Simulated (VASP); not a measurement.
A run of VASP 6.6.1:

INCAR

```
PREC = Accurate ; ENCUT = 520
EDIFF = 1E-6 ; ISMEAR = 0
SIGMA = 0.1 ; LREAL = F
LASPH = T ; NELM = 60
ALGO = Normal ; ISIF = 2
LWAVE = F ; LCHARG = F
LDIPOL = T ; IDIPOL = 3
DIPOL = 0.5 0.5 0.379 ; GGA = CA
NBANDS = 34
```

The input KPOINTS:

```
Automatic mesh
0
Gamma
  9 9 1
```

File POSCAR:

```
Ti4C
1.0
    2.8641158382      0.0000000000      0.0000000000
   -1.4320579191      2.4803970752      0.0000000000
    0.0000000000      0.0000000000     22.2412393510
Ti C
4 1
Direct
    0.6666666666      0.3333333333      0.1798460930
    0.3333333333      0.6666666667      0.2818047761
    0.6666666666      0.3333333333      0.3878689313
    0.1655627306      0.3311254612      0.5035304886
    0.8333333333      0.6666666667      0.5428217287
```

Potentials or basis: VASP PAW LDA potentials, release 64 (Ti_sv, C).

Run with:

```bash
$ cat potpaw_LDA.64/Ti_sv/POTCAR potpaw_LDA.64/C/POTCAR > POTCAR
$ mpirun -np 1 vasp_std > vasp.out
```

Hardware: 1 thread of Intel(R) Xeon(R) Platinum 8124M CPU @ 3.00GHz (Skylake/Cascade Lake), with other jobs on the host.

Q: Estimate the wall time of this run.

A: Wall time 4.8 min on 1 thread of Intel(R) Xeon(R) Platinum 8124M CPU @ 3.00GHz (Skylake/Cascade Lake), with other jobs on the host, peak memory 0.3 GiB. Counts: scf iterations 31, k points 25.
